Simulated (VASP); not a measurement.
**WSe2: relaxation of cell and atoms with LDA**

The system is WSe2.

```xyz
6
Lattice="3.3199 0.0000 0.0000 -1.6600 2.8751 0.0000 0.0000 0.0000 13.7372" Properties=species:S:1:pos:R:3 pbc="T T T"
W     1.6600    0.9584   10.3029
W     0.0000    1.9168    3.4343
Se    0.0000    1.9168   11.9651
Se    1.6600    0.9584    5.0965
Se    0.0000    1.9168    8.6407
Se    1.6600    0.9584    1.7721
```

```yaml
Program: VASP 6.6.1
Task: relaxation of cell and atoms
Functional: LDA
Potentials_or_basis: VASP PAW LDA potentials, release 64 (W_sv, Se)
Cutoff: 600 eV
k_mesh: 10 × 10 × 2
Occupations: gaussian, width 0.01 eV
Spin: no spin polarisation
Dipole_correction: no
Further_INCAR_settings: ALGO = Normal; EDIFF = 1e-06; IBRION = 2; EDIFFG = -0.005; NSW = 80; ISIF = 3
```

```json
{
  "Relaxed volume": "19.63 Å³/atom",
  "Relaxed cell": "a = 3.255 Å, b = 3.255 Å, c = 12.840 Å, α = 90.00°, β = 90.00°, γ = 120.00°",
  "Space group after relaxing (to 0.1 Å)": "P6_3/mmc (No. 194)",
  "Energy gained by relaxing": "23.8 meV/atom",
  "Ionic steps": "38",
  "Pressure after relaxing": "0.0 GPa",
  "Band gap on the k mesh": "0.89 eV (least direct gap 1.86 eV)"
}
```

Step by step:
| step | energy change (eV) | largest force (eV/Å) | pressure (GPa) | volume (Å³) |
| --- | --- | --- | --- | --- |
| 1 | 0.0000 | 0.2381 | -4.70 | 131.13 |
| 2 | 0.1743 | 1.6232 | 10.38 | 119.32 |
| 3 | -0.0701 | 0.3531 | -0.12 | 126.84 |
| 4 | -0.0895 | 0.0950 | -0.23 | 125.63 |
| 5 | -0.0895 | 0.0851 | -0.23 | 125.58 |
| 6 | -0.0936 | 0.1177 | 0.05 | 124.93 |
| 7 | -0.1026 | 0.2197 | 0.96 | 123.00 |
| 8 | -0.1035 | 0.4339 | 3.01 | 119.16 |
| 9 | -0.1059 | 0.3449 | 2.08 | 120.82 |
| 10 | -0.1065 | 0.3420 | 2.08 | 120.77 |
| 11 | -0.1081 | 0.3350 | 2.06 | 120.62 |
| 12 | -0.1114 | 0.3204 | 2.01 | 120.32 |
| 13 | -0.1173 | 0.2913 | 1.92 | 119.73 |
| 14 | -0.1270 | 0.2341 | 1.78 | 118.54 |
| 15 | -0.1353 | 0.1199 | 1.66 | 116.17 |
| 16 | -0.1393 | 0.0570 | 1.01 | 116.78 |
| 17 | -0.1416 | 0.0288 | 0.14 | 117.63 |
| 18 | -0.1417 | 0.0397 | 0.05 | 117.74 |
| 19 | -0.1417 | 0.0440 | 0.01 | 117.78 |
| 20 | -0.1420 | 0.0320 | 0.01 | 117.82 |
| 21 | -0.1426 | 0.0032 | 0.03 | 117.96 |
| 22 | -0.1426 | 0.0127 | 0.02 | 117.99 |
| 23 | -0.1426 | 0.0113 | 0.02 | 117.98 |
| 24 | -0.1426 | 0.0079 | 0.00 | 118.00 |
| 25 | -0.1426 | 0.0008 | -0.07 | 118.03 |
| 26 | -0.1426 | 0.0014 | -0.08 | 118.02 |
| 27 | -0.1426 | 0.0018 | -0.09 | 118.02 |
| 28 | -0.1426 | 0.0029 | -0.10 | 118.01 |
| 29 | -0.1426 | 0.0015 | -0.07 | 117.98 |
| 30 | -0.1427 | 0.0114 | 0.01 | 117.91 |
| 31 | -0.1427 | 0.0111 | -0.01 | 117.89 |
| 32 | -0.1427 | 0.0091 | 0.02 | 117.86 |
| 33 | -0.1427 | 0.0050 | 0.03 | 117.78 |
| 34 | -0.1427 | 0.0010 | 0.00 | 117.80 |
| 35 | -0.1427 | 0.0057 | -0.03 | 117.81 |
| 36 | -0.1427 | 0.0035 | -0.03 | 117.81 |
| 37 | -0.1427 | 0.0021 | -0.02 | 117.80 |
| 38 | -0.1427 | 0.0008 | -0.01 | 117.79 |

Final structure:
```xyz
6
Lattice="3.2547 0.0000 0.0000 -1.6273 2.8186 0.0000 0.0000 0.0000 12.8402" Properties=species:S:1:pos:R:3 pbc="T T T"
W     1.6273    0.9395    9.6302
W     0.0000    1.8791    3.2101
Se    0.0000    1.8791   11.3008
Se    1.6273    0.9395    4.8807
Se    0.0000    1.8791    7.9596
Se    1.6273    0.9395    1.5394
```

Levels at points of the mesh, in eV from the valence-band top:
| k point | band 24 | band 25 | band 26 | band 27 | band 28 | band 29 |
| --- | --- | --- | --- | --- | --- | --- |
| (0.00, 0.00, 0.00) | -1.26 | -1.01 | 0.00 | 2.72 | 2.72 | 2.77 |
| (0.50, 0.00, 0.00) | -1.31 | -1.31 | -1.02 | 2.20 | 2.24 | 2.29 |
| (0.00, 0.00, 0.50) | -1.51 | -0.22 | -0.22 | 2.72 | 2.72 | 2.72 |
| (0.50, 0.00, 0.50) | -1.37 | -1.16 | -1.16 | 2.21 | 2.21 | 2.55 |

It took 29 min on 1 thread of Intel(R) Xeon(R) Platinum 8488C (Sapphire Rapids), on a shared host, peak memory 0.31 GiB.

Caveat: spin-orbit coupling is left out, which moves the levels of the heavy elements. A k mesh can miss the band edges.
